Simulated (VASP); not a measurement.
# Ta2N (sol) (P-31m) in VASP: notebook, part 2 of 2

VASP 6.6.1.

## Step 3: Single point, PBEsol

This run uses another cell than the first one, of 13.33 Å³/atom, 1.018 times its volume.

INCAR

```
SYSTEM = Ta2N
PREC     = Accurate       ! precision mode
ENCUT    = 520            ! plane-wave cutoff, eV
EDIFF    = 1E-7           ! SCF threshold, eV
ISMEAR   = 0              ! smearing method
SIGMA    = 0.1            ! smearing width, eV
LREAL    = .FALSE.        ! projectors in reciprocal space
LASPH    = .TRUE.         ! aspherical terms in the spheres
NELM     = 100            ! most SCF steps
ALGO     = Normal         ! electronic algorithm
ISIF     = 2              ! what is computed and relaxed
LWAVE    = .FALSE.        ! write WAVECAR
LCHARG   = .FALSE.        ! write CHGCAR
GGA      = PS             ! functional
NBANDS   = 50             ! bands
```

KPOINTS

```
Automatic mesh
0
G
  6 6 4
  0 0 0
```

POSCAR

```
Ta2N
1.0
    5.2965720500      0.0000000000      0.0000000000
   -2.6482860300      4.5869659500      0.0000000000
    0.0000000000      0.0000000000      4.9391825700
Ta N
6 3
Direct
    0.6663616800      0.6663616800      0.7536182600
    0.0000000000      0.3336383200      0.7536182600
    0.3336383200      0.0000000000      0.7536182600
    0.3336383200      0.3336383200      0.2463817400
    0.0000000000      0.6663616800      0.2463817400
    0.6663616800      0.0000000000      0.2463817400
    0.6666666700      0.3333333300      0.5000000000
    0.3333333300      0.6666666700      0.5000000000
    0.0000000000      0.0000000000      0.0000000000
```

Potentials or basis: VASP PAW PBE potentials, release 64 (Ta_pv, N).

On the command line:

```bash
cat potpaw_PBE.64/Ta_pv/POTCAR potpaw_PBE.64/N/POTCAR > POTCAR
mpirun -np 1 vasp_std > vasp.out
```

OUTCAR:

```text
SYSTEM = Ta2N
   PREC = Accurate
   ENCUT = 520
   EDIFF = 1E-7
   ISMEAR = 0
   LREAL = .FALSE.
   LASPH = .TRUE.
   NELM = 100
   ISIF = 2
   GGA = PS

 ion  position               nearest neighbor table
   1  0.666  0.666  0.754-   9 2.15   8 2.16   7 2.16   4 3.00   5 3.01   6 3.01   2 3.06   3 3.06
                             2 3.06   3 3.06   3 3.06   2 3.06   4 3.06   5 3.07   6 3.07
   2  0.000  0.334  0.754-   9 2.15   7 2.16   8 2.16   5 3.00   6 3.01   4 3.01   3 3.06   1 3.06
                             3 3.06   1 3.06   1 3.06   3 3.06   5 3.06   6 3.07   4 3.07
   3  0.334  0.000  0.754-   9 2.15   8 2.16   7 2.16   6 3.00   5 3.01   4 3.01   2 3.06   2 3.06
                             1 3.06   1 3.06   1 3.06   2 3.06   6 3.06   5 3.07   4 3.07
   4  0.334  0.334  0.246-   9 2.15   7 2.16   8 2.16   1 3.00   2 3.01   3 3.01   5 3.06   6 3.06
                             5 3.06   6 3.06   6 3.06   5 3.06   1 3.06   2 3.07   3 3.07
   5  0.000  0.666  0.246-   9 2.15   8 2.16   7 2.16   2 3.00   3 3.01   1 3.01   6 3.06   4 3.06
                             6 3.06   4 3.06   4 3.06   6 3.06   2 3.06   3 3.07   1 3.07
   6  0.666  0.000  0.246-   9 2.15   7 2.16   8 2.16   3 3.00   2 3.01   1 3.01   5 3.06   5 3.06
                             4 3.06   4 3.06   4 3.06   5 3.06   3 3.06   2 3.07   1 3.07
   7  0.667  0.333  0.500-   2 2.16   6 2.16   5 2.16   3 2.16   4 2.16   1 2.16
   8  0.333  0.667  0.500-   5 2.16   3 2.16   2 2.16   6 2.16   1 2.16   4 2.16
   9  0.000  0.000  0.000-   1 2.15   4 2.15   3 2.15   6 2.15   5 2.15   2 2.15

  LATTYP: Found a hexagonal cell.
 ALAT       =     5.2965720500
 C/A-ratio  =     0.9325243806

  Lattice vectors:

 A1 = (   5.2965720500,   0.0000000000,   0.0000000000)
 A2 = (  -2.6482860300,   4.5869659500,   0.0000000000)
 A3 = (   0.0000000000,   0.0000000000,   4.9391825700)

Analysis of symmetry for initial positions (statically):
=====================================================================
 Subroutine PRICEL returns:
 Original cell was already a primitive cell.

 Routine SETGRP: Setting up the symmetry group for a
 hexagonal supercell.

 Subroutine GETGRP returns: Found 12 space group operations
 (whereof 12 operations were pure point group operations)
 out of a pool of 24 trial point group operations.

The static configuration has the point symmetry D_3d.

Analysis of symmetry for dynamics (positions and initial velocities):
=====================================================================
 Subroutine PRICEL returns:
 Original cell was already a primitive cell.

 Routine SETGRP: Setting up the symmetry group for a
 hexagonal supercell.

 Subroutine GETGRP returns: Found 12 space group operations
 (whereof 12 operations were pure point group operations)
 out of a pool of 24 trial point group operations.

The dynamic configuration has the point symmetry D_3d.

 Subroutine INISYM returns: Found 12 space group operations
 (whereof 12 operations are pure point group operations),
 and found     1 'primitive' translations

----------------------------------------------------------------------------------------

                                     Primitive cell

  volume of cell :     119.9984

  direct lattice vectors                    reciprocal lattice vectors
     5.296572050  0.000000000  0.000000000     0.188801359  0.109004515  0.000000000
    -2.648286030  4.586965950  0.000000000     0.000000000  0.218009031  0.000000000
     0.000000000  0.000000000  4.939182570     0.000000000  0.000000000  0.202462652

  length of vectors
[... 79 lines left out ...]
   total plane-waves  NPLWV =  64000
   dimension x,y,z NGX =    40 NGY =   40 NGZ =   40
   dimension x,y,z NGXF=    80 NGYF=   80 NGZF=   80
   ions per type =               6   3
   NGX,Y,Z   is equivalent  to a cutoff of  12.55, 12.55, 13.46 a.u.
   NGXF,Y,Z  is equivalent  to a cutoff of  25.11, 25.11, 26.93 a.u.
 SYSTEM =  Ta2N
   PREC   = accura    normal or accurate (medium, high low for compatibility)
   ISTART =      0    job   : 0-new  1-cont  2-samecut
   ICHARG =      2    charge: 1-file 2-atom 10-const
   ISPIN  =      1    spin polarized calculation?
   LNONCOLLINEAR =      F non collinear calculations
   LSORBIT =      F    spin-orbit coupling
   LASPH  =      T    aspherical Exc in radial PAW
   ENCUT  =  520.0 eV  38.22 Ry    6.18 a.u.   9.85  9.85  9.18*2*pi/ulx,y,z
   NELM   =    100;   NELMIN=  2; NELMDL= -5     # of ELM steps
   EDIFF  = 0.1E-06   stopping-criterion for ELM
   LREAL  =      F    real-space projection
   EDIFFG = 0.1E-05   stopping-criterion for IOM
   NSW    =      0    number of steps for IOM
   IBRION =     -1    ionic relax: 0-MD 1-quasi-New 2-CG
   NFREE  =      0    steps in history (QN), initial steepest desc. (CG)
   ISIF   =      2    stress and relaxation
   ISYM   =      2    0-nonsym 1-usesym 2-fastsym
   POTIM  = 0.5000    time-step for ionic-motion
   TEBEG  =    0.0;   TEEND  =   0.0 temperature during run
   PSTRESS=    0.0 pullay stress
   NELECT =      81.0000    total number of electrons
   NUPDOWN=      -1.0000    fix difference up-down
   EMIN   =  10.00;   EMAX   =-10.00  energy-range for DOS
   EFERMI =   0.00;   METHOD = LEGACY
   ISMEAR =     0;   SIGMA  =   0.10  broadening in eV -4-tet -1-fermi 0-gaus
   EFERMI_NEDOS =   21; number of points for ismear=-14 and -15
   IALGO  =     38    algorithm
   IMIX   =      4    mixing-type and parameters
     AMIX     =   0.40;   BMIX     =  1.00
     AMIX_MAG =   1.60;   BMIX_MAG =  1.00
  volume/ion in A,a.u.               =      13.33        89.98
  Fermi-wavevector in a.u.,A,eV,Ry     =   1.436078  2.713794 28.059565  2.062320
  Thomas-Fermi vector in A             =   2.555306
   LORBIT       =      0    0 simple, 1 ext, 2 COOP (PROOUT), +10 PAW based schemes
   GGA     = PS    functional components
   LHFCALC =     F    Hartree Fock is set to
   AEXX    =    0.0000 exact exchange contribution
   IVDW    =     0    specifies the selected vdW correction
   LEPSILON=     F    determine dielectric tensor
   LRPA    =     F    only Hartree local field effects (RPA)
 non-spin polarized calculation
 Gauss-broadening in eV      SIGMA  =   0.10
  energy-cutoff  :      520.00
  volume of cell :      120.00
 maximum number of plane-waves:      3258
   NGX = 19   NGY = 19   NGZ = 19

 number of electron      81.0000001 magnetization

 Free energy of the ion-electron system (eV)
  ---------------------------------------------------
  ext. energy  EPLUGINS =         0.00000000
  ---------------------------------------------------
  free energy    TOTEN  =      -110.55657467 eV

  energy without entropy =     -110.54527267  energy(sigma->0) =     -110.55092367

 E-fermi :   7.2770     XC(G=0): -13.0837

 val. band max:        7.2697236242   @ k =   0.1667   0.1667   0.0000
 cond. band min:       7.2926743366   @ k =   0.1667   0.0000   0.5000
 fundamental gap:      0.0229507123
 Fermi energy:         7.2770309657

 k-point     1 :       0.0000    0.0000    0.0000
  band No.  band energies     occupation
      1     -28.3720      2.00000
      2     -27.9881      2.00000
      3     -27.8329      2.00000
      4     -27.8329      2.00000
      5     -27.8071      2.00000
      6     -27.8071      2.00000
[... 1261 lines left out ...]
     49      10.2448      0.00000
     50      10.2456      0.00000

------------------------ aborting loop because EDIFF is reached ----------------------------------------

  FORCE on cell =-STRESS in cart. coord.  units (eV):
  Direction    XX          YY          ZZ          XY          YZ          ZX
  --------------------------------------------------------------------------------------
  -------------------------------------------------------------------------------------
  Total       -3.5012719     -3.5012719     -3.8326354      0.0000000     -0.0000000     -0.0000000
  in kB      -46.7477741    -46.7477741    -51.1720255      0.0000001     -0.0000000     -0.0000000
  external PRESSURE =     -48.2225245 kB  Pullay stress =       0.0000000 kB

 VOLUME and BASIS-vectors are now :
 -----------------------------------------------------------------------------
  energy-cutoff  :      520.00
  volume of cell :      120.00
      direct lattice vectors                 reciprocal lattice vectors
     5.296572050  0.000000000  0.000000000     0.188801359  0.109004515  0.000000000
    -2.648286030  4.586965950  0.000000000     0.000000000  0.218009031  0.000000000
     0.000000000  0.000000000  4.939182570     0.000000000  0.000000000  0.202462652

 POSITION                                       TOTAL-FORCE (eV/Angst)
 -----------------------------------------------------------------------------------
      1.76472      3.05658      3.72226         0.016520      0.028613     -0.089598
     -0.88357      1.53039      3.72226         0.016520     -0.028613     -0.089598
      1.76714      0.00000      3.72226        -0.033039      0.000000     -0.089598
      0.88357      1.53039      1.21692        -0.016520     -0.028613      0.089598
     -1.76472      3.05658      1.21692        -0.016520      0.028613      0.089598
      3.52943      0.00000      1.21692         0.033039     -0.000000      0.089598
      2.64829      1.52899      2.46959         0.000000      0.000000     -0.000000
     -0.00000      3.05798      2.46959         0.000000      0.000000     -0.000000
      0.00000      0.00000      0.00000         0.000000      0.000000     -0.000000
 -----------------------------------------------------------------------------------
    total drift:                                0.000000      0.000000     -0.000000

  FREE ENERGIE OF THE ION-ELECTRON SYSTEM (eV)
  ---------------------------------------------------
  free  energy   TOTEN  =      -110.5565746697 eV

  energy  without entropy=     -110.5452726742  energy(sigma->0) =     -110.55092367
```

It took 2.3 min on 1 thread of Intel Xeon Platinum 8488C (Sapphire Rapids), shared host; peak memory 0.29 GiB.

Results:

```yaml
Free_energy: -110.5566 eV
Pressure: -4.8 GPa
Largest_force: 0.095 eV/Å
```

Forces on the atoms (eV/Å):
```
Ta   0.017  0.029 -0.090
Ta   0.017 -0.029 -0.090
Ta  -0.033  0.000 -0.090
Ta  -0.017 -0.029  0.090
Ta  -0.017  0.029  0.090
Ta   0.033  0.000  0.090
N    0.000  0.000  0.000
N    0.000  0.000  0.000
N    0.000  0.000  0.000
```

Caveat: the PAW data sets were made with another functional, which shifts forces and pressure a little; spin-orbit coupling is left out, which moves the levels of the heavy elements.
